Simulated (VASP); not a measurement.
# Be (P6_3/mmc) in VASP: a series of runs

The runs below take Be through single point, relaxation of cell and atoms, with revPBE.

Program: VASP 6.6.1. These are calculated values, not measurements. Logs are shortened: lines on timing, memory, paths and dates and some standing lists are left out, and cuts for length are marked.

## 1. The cell of the first run

The structure is hexagonal, space group P6_3/mmc (No. 194). The conventional cell has a = 2.283 Å, b = 2.283 Å, c = 3.583 Å, α = 90.00°, β = 90.00°, γ = 120.00°. Within 2.9 Å of Be (site symmetry -6m2) lie 12 Be at 2.22 to 2.28 Å.

## 2. Single point, revPBE

File INCAR:

```
PREC = Accurate
ENCUT = 520
EDIFF = 1E-6
ISMEAR = -1
SIGMA = 0.1
LREAL = False
LASPH = True
NELM = 80
ALGO = Normal
ISIF = 2
LWAVE = False
LCHARG = True
GGA = RE
LELF = True
LVHAR = True
NBANDS = 9
```

File KPOINTS:

```
Automatic mesh
0
Gamma
  16 16 9
```

File POSCAR:

```
Be
1.0
    2.2826652390      0.0000000000      0.0000000000
   -1.1413326195      1.9768460853      0.0000000000
    0.0000000000      0.0000000000      3.5829428831
Be
2
Direct
    0.3333333333      0.6666666667      0.2500000000
    0.6666666667      0.3333333333      0.7500000000
```

Potentials or basis: VASP PAW PBE potentials, release 64 (Be).

Run with:

```console
> cat potpaw_PBE.64/Be/POTCAR > POTCAR
> mpirun -np 1 vasp_std > vasp.out
```

OUTCAR:

```text
PREC = Accurate
   ENCUT = 520
   EDIFF = 1E-6
   ISMEAR = -1
   LREAL = False
   LASPH = True
   NELM = 80
   ISIF = 2
   GGA = RE

 ion  position               nearest neighbor table
   1  0.333  0.667  0.250-   2 2.22   2 2.22   2 2.22   2 2.22   2 2.22   2 2.22
   2  0.667  0.333  0.750-   1 2.22   1 2.22   1 2.22   1 2.22   1 2.22   1 2.22

  LATTYP: Found a hexagonal cell.
 ALAT       =     2.2826652390
 C/A-ratio  =     1.5696313335

  Lattice vectors:

 A1 = (   2.2826652390,   0.0000000000,   0.0000000000)
 A2 = (  -1.1413326195,   1.9768460853,   0.0000000000)
 A3 = (   0.0000000000,   0.0000000000,   3.5829428831)

Analysis of symmetry for initial positions (statically):
=====================================================================
 Subroutine PRICEL returns:
 Original cell was already a primitive cell.

 Routine SETGRP: Setting up the symmetry group for a
 hexagonal supercell.

 Subroutine GETGRP returns: Found 24 space group operations
 (whereof 12 operations were pure point group operations)
 out of a pool of 24 trial point group operations.

The static configuration has the point symmetry D_3d.
 The point group associated with its full space group is D_6h.

Analysis of symmetry for dynamics (positions and initial velocities):
=====================================================================
 Subroutine PRICEL returns:
 Original cell was already a primitive cell.

 Routine SETGRP: Setting up the symmetry group for a
 hexagonal supercell.

 Subroutine GETGRP returns: Found 24 space group operations
 (whereof 12 operations were pure point group operations)
 out of a pool of 24 trial point group operations.

The dynamic configuration has the point symmetry D_3d.
 The point group associated with its full space group is D_6h.

 Subroutine INISYM returns: Found 24 space group operations
 (whereof 12 operations are pure point group operations),
 and found     1 'primitive' translations

----------------------------------------------------------------------------------------

                                     Primitive cell

  volume of cell :      16.1680

  direct lattice vectors                    reciprocal lattice vectors
     2.282665239  0.000000000  0.000000000     0.438084386  0.252928138  0.000000000
    -1.141332619  1.976846085  0.000000000     0.000000000  0.505856277  0.000000000
     0.000000000  0.000000000  3.582942883     0.000000000  0.000000000  0.279100179

  length of vectors
[... 81 lines left out ...]
   NELM   =     80;   NELMIN=  2; NELMDL= -5     # of ELM steps
   EDIFF  = 0.1E-05   stopping-criterion for ELM
   LREAL  =      F    real-space projection
   EDIFFG = 0.1E-04   stopping-criterion for IOM
   NSW    =      0    number of steps for IOM
   IBRION =     -1    ionic relax: 0-MD 1-quasi-New 2-CG
   NFREE  =      0    steps in history (QN), initial steepest desc. (CG)
   ISIF   =      2    stress and relaxation
   ISYM   =      2    0-nonsym 1-usesym 2-fastsym
   POTIM  = 0.5000    time-step for ionic-motion
   TEBEG  =    0.0;   TEEND  =   0.0 temperature during run
   PSTRESS=    0.0 pullay stress
   NELECT =       4.0000    total number of electrons
   NUPDOWN=      -1.0000    fix difference up-down
   EMIN   =  10.00;   EMAX   =-10.00  energy-range for DOS
   EFERMI =   0.00;   METHOD = LEGACY
   ISMEAR =    -1;   SIGMA  =   0.10  broadening in eV -4-tet -1-fermi 0-gaus
   EFERMI_NEDOS =   21; number of points for ismear=-14 and -15
   IALGO  =     38    algorithm
   IMIX   =      4    mixing-type and parameters
     AMIX     =   0.40;   BMIX     =  1.00
     AMIX_MAG =   1.60;   BMIX_MAG =  1.00
  volume/ion in A,a.u.               =       8.08        54.55
  Fermi-wavevector in a.u.,A,eV,Ry     =   1.027724  1.942117 14.370700  1.056217
  Thomas-Fermi vector in A             =   2.161684
   LORBIT       =      0    0 simple, 1 ext, 2 COOP (PROOUT), +10 PAW based schemes
   GGA     = RE    functional components
   LHFCALC =     F    Hartree Fock is set to
   AEXX    =    0.0000 exact exchange contribution
   IVDW    =     0    specifies the selected vdW correction
   LEPSILON=     F    determine dielectric tensor
   LRPA    =     F    only Hartree local field effects (RPA)
 non-spin polarized calculation
  energy-cutoff  :      520.00
  volume of cell :       16.17
 maximum number of plane-waves:       451
 NGX is ok and might be reduce to    18
   NGX =  9   NGY =  9   NGZ = 13

 number of electron       4.0000000 magnetization

 Free energy of the ion-electron system (eV)
  ---------------------------------------------------
  ext. energy  EPLUGINS =         0.00000000
  ---------------------------------------------------
  free energy    TOTEN  =        -7.12049544 eV

  energy without entropy =       -7.11739766  energy(sigma->0) =       -7.11894655

 E-fermi :   6.9002     XC(G=0): -10.5334

 val. band max:        6.8953710460   @ k =   0.3125   0.1250   0.0000
 cond. band min:       6.9573705594   @ k =   0.2500   0.2500   0.1111
 fundamental gap:      0.0619995133
 Fermi energy:         6.9002097880

 k-point     1 :       0.0000    0.0000    0.0000
  band No.  band energies     occupation
      1      -4.3482      2.00000
      2       2.5968      2.00000
      3       7.9818      0.00004
      4      22.7158      0.00000
      5      22.7158      0.00000
      6      25.5410      0.00000
      7      25.5410      0.00000
      8      27.7373      0.00000
      9      33.5477      0.00000
[... 265 lines left out ...]
 k-point    24 :       0.2500    0.1875    0.0000
  band No.  band energies     occupation
      1      -0.1961      2.00000
      2       7.8612      0.00013
      3       7.9510      0.00005
      4      10.7148      0.00000
      5      14.4402      0.00000
      6      18.6994      0.00000
      7      21.4207      0.00000
      8      22.5899      0.00000
      9      23.7367      0.00000

 [... further k-points ...]
[... 5 lines left out ...]
  --------------------------------------------------------------------------------------
  -------------------------------------------------------------------------------------
  Total        0.0026856      0.0026856      0.0075450      0.0000000      0.0000000      0.0000000
  in kB        0.2661337      0.2661337      0.7476819      0.0000000      0.0000000      0.0000000
  external PRESSURE =       0.4266498 kB  Pullay stress =       0.0000000 kB

 VOLUME and BASIS-vectors are now :
 -----------------------------------------------------------------------------
  energy-cutoff  :      520.00
  volume of cell :       16.17
      direct lattice vectors                 reciprocal lattice vectors
     2.282665239  0.000000000  0.000000000     0.438084386  0.252928138  0.000000000
    -1.141332619  1.976846085  0.000000000     0.000000000  0.505856277  0.000000000
     0.000000000  0.000000000  3.582942883     0.000000000  0.000000000  0.279100179

 POSITION                                       TOTAL-FORCE (eV/Angst)
 -----------------------------------------------------------------------------------
     -0.00000      1.31790      0.89574        -0.000000      0.000000      0.000000
      1.14133      0.65895      2.68721         0.000000     -0.000000      0.000000
 -----------------------------------------------------------------------------------
    total drift:                                0.000000     -0.000000      0.000000

  FREE ENERGIE OF THE ION-ELECTRON SYSTEM (eV)
  ---------------------------------------------------
  free  energy   TOTEN  =        -7.1204954353 eV

  energy  without entropy=       -7.1173976569  energy(sigma->0) =       -7.11894655
```

stdout:

```text
POSCAR found type information on POSCAR Be
 POSCAR found :  1 types and       2 ions
 scaLAPACK will be used
 -----------------------------------------------------------------------------
|                                                                             |
|                                                                             |
|     You enforced a specific xc type in the INCAR file but a different       |
|     I HOPE YOU KNOW WHAT YOU ARE DOING!                                     |
|                                                                             |
 -----------------------------------------------------------------------------

 LDA part: xc-table for (Slater+PW92), standard interpolation
 POSCAR, INCAR and KPOINTS ok, starting setup
 FFT: planning ... GRIDC
 FFT: planning ... GRID_SOFT
 FFT: planning ... GRID
 WAVECAR not read
 entering main loop
```

Run time: 12 s. Hardware: 1 thread of Intel Xeon 6975P-C, shared host; peak memory 0.13 GiB.

Results:

```yaml
Free_energy: -7.1205 eV
Pressure: 0.0 GPa
Band_gap_on_the_k_mesh: zero (band 2 reaches 7.86 eV, above the bottom of band 3 at 6.26 eV)
```

Levels at points of the mesh, in eV from the Fermi level:
```
           k point  band 1  band 2  band 3  band 4  band 5
(0.00, 0.00, 0.00)  -11.25   -4.30    1.08   15.82   15.82
(0.50, 0.00, 0.00)   -4.92   -3.11    3.64    6.44    6.69
```

Caveat: the PAW data sets were made with another functional, which shifts forces and pressure a little.

## 3. Relaxation of cell and atoms, revPBE

This run uses another cell than the first one, of 8.11 Å³/atom, 1.004 times its volume.

File INCAR:

```
PREC = Accurate
ENCUT = 600
EDIFF = 1E-7
ISMEAR = -1
SIGMA = 0.1
LREAL = F
LASPH = T
NELM = 80
ALGO = Normal
ISIF = 3
LWAVE = F
LCHARG = F
GGA = RE
IBRION = 2
NSW = 80
EDIFFG = -0.01
```

File KPOINTS:

```
regular mesh
0
Gamma
  16 16 9
```

File POSCAR:

```
Be
1.0
    2.2865984029      0.0000000000      0.0000000000
   -1.1432992015      1.9802523052      0.0000000000
    0.0000000000      0.0000000000      3.5833000000
Be
2
Direct
    0.3333333333      0.6666666667      0.2500000000
    0.6666666667      0.3333333333      0.7500000000
```

Potentials or basis: VASP PAW PBE potentials, release 64 (Be).

Run with:

```console
> cat potpaw_PBE.64/Be/POTCAR > POTCAR
> mpirun -np 1 vasp_std > vasp.out
```

OUTCAR:

```text
PREC = Accurate
   ENCUT = 600
   EDIFF = 1E-7
   ISMEAR = -1
   LREAL = F
   LASPH = T
   NELM = 80
   ISIF = 3
   GGA = RE
   IBRION = 2
   NSW = 80
   EDIFFG = -0.01

 ion  position               nearest neighbor table
   1  0.333  0.667  0.250-   2 2.23   2 2.23   2 2.23   2 2.23   2 2.23   2 2.23
   2  0.667  0.333  0.750-   1 2.23   1 2.23   1 2.23   1 2.23   1 2.23   1 2.23

  LATTYP: Found a hexagonal cell.
 ALAT       =     2.2865984029
 C/A-ratio  =     1.5670875985

  Lattice vectors:

[... 443 lines left out ...]
      2       7.8548      0.00013
      3       7.9433      0.00005
      4      10.7025      0.00000
      5      14.4261      0.00000
      6      18.6834      0.00000

 [... further k-points ...]
[... 5 lines left out ...]
  --------------------------------------------------------------------------------------
  -------------------------------------------------------------------------------------
  Total       -0.0105499     -0.0105499      0.0020382      0.0000000      0.0000000      0.0000000
  in kB       -1.0444703     -1.0444703      0.2017836      0.0000000      0.0000000      0.0000000
  external PRESSURE =      -0.6290523 kB  Pullay stress =       0.0000000 kB

 VOLUME and BASIS-vectors are now :
 -----------------------------------------------------------------------------
  energy-cutoff  :      600.00
  volume of cell :       16.18
      direct lattice vectors                 reciprocal lattice vectors
     2.283575506  0.000000000  0.000000000     0.437909759  0.252827317  0.000000000
    -1.141787753  1.977634400  0.000000000    -0.000000000  0.505654635  0.000000000
     0.000000000 -0.000000000  3.583441346     0.000000000 -0.000000000  0.279061356

 POSITION                                       TOTAL-FORCE (eV/Angst)
 -----------------------------------------------------------------------------------
     -0.00000      1.31842      0.89586         0.000000      0.000000      0.000000
      1.14179      0.65921      2.68758        -0.000000     -0.000000      0.000000
 -----------------------------------------------------------------------------------
    total drift:                                0.000000     -0.000000      0.000000

  FREE ENERGIE OF THE ION-ELECTRON SYSTEM (eV)
  ---------------------------------------------------
  free  energy   TOTEN  =        -7.1205081659 eV

  energy  without entropy=       -7.1174130552  energy(sigma->0) =       -7.11896061

 reached required accuracy - stopping structural energy minimisation
```

OSZICAR:

```text
N       E                     dE             d eps       ncg     rms          rms(c)
DAV:   1    -0.164597706866E+01   -0.16460E+01   -0.20271E+03  1812   0.625E+02
DAV:   2    -0.712281816650E+01   -0.54768E+01   -0.50668E+01  2778   0.703E+01
DAV:   3    -0.716143605059E+01   -0.38618E-01   -0.38562E-01  2412   0.515E+00
DAV:   4    -0.716148400869E+01   -0.47958E-04   -0.47958E-04  2670   0.163E-01
DAV:   5    -0.716148402296E+01   -0.14267E-07   -0.14554E-07  2412   0.198E-03    0.120E+00
DAV:   6    -0.713183401967E+01    0.29650E-01   -0.43210E-03  2016   0.111E+00    0.738E-01
DAV:   7    -0.712042908671E+01    0.11405E-01   -0.45086E-03  1986   0.109E+00    0.181E-02
DAV:   8    -0.712041682019E+01    0.12267E-04   -0.97196E-06  2706   0.399E-02    0.780E-03
DAV:   9    -0.712041960088E+01   -0.27807E-05   -0.16878E-06  2232   0.157E-02    0.910E-04
DAV:  10    -0.712041918177E+01    0.41911E-06   -0.87064E-09  2064   0.104E-03    0.217E-04
DAV:  11    -0.712041903893E+01    0.14284E-06   -0.13201E-09  1236   0.450E-04    0.660E-06
DAV:  12    -0.712041903229E+01    0.66416E-08   -0.56116E-11  1224   0.111E-04
   1 F= -.71204190E+01 E0= -.71188794E+01  d E =-.712042E+01
       N       E                     dE             d eps       ncg     rms          rms(c)
DAV:   1    -0.712050641752E+01   -0.87379E-04   -0.48651E-04  2376   0.206E-01    0.855E-03
DAV:   2    -0.712050689989E+01   -0.48237E-06   -0.16009E-06  2298   0.127E-02    0.527E-03
DAV:   3    -0.712050813841E+01   -0.12385E-05   -0.34219E-07  2310   0.835E-03    0.187E-04
DAV:   4    -0.712050816587E+01   -0.27456E-07   -0.20618E-09  1230   0.430E-04
   2 F= -.71205082E+01 E0= -.71189606E+01  d E =-.891336E-04
```

Run time: 14 s. Hardware: 1 thread of Intel Xeon 6975P-C, shared host; peak memory 0.13 GiB.

What came out:

* Free energy: -7.1205 eV
* Relaxed volume: 8.09 Å³/atom
* Relaxed cell: a = 2.284 Å, b = 2.284 Å, c = 3.583 Å, α = 90.00°, β = 90.00°, γ = 120.00°
* Space group after relaxing (to 0.05 Å): P6_3/mmc (No. 194)
* Energy gained by relaxing: 0.0 meV/atom
* Ionic steps: 2
* Pressure after relaxing: -0.1 GPa
* Band gap on the k mesh: zero (band 2 reaches 7.85 eV, above the bottom of band 3 at 6.25 eV)

Final structure:
```
Be
1.0
     2.28358    0.00000    0.00000
    -1.14179    1.97763    0.00000
     0.00000    0.00000    3.58344
Be
2
Direct
  0.33333 0.66667 0.25000
  0.66667 0.33333 0.75000
```

Caveat: the PAW data sets were made with another functional, which shifts forces and pressure a little.
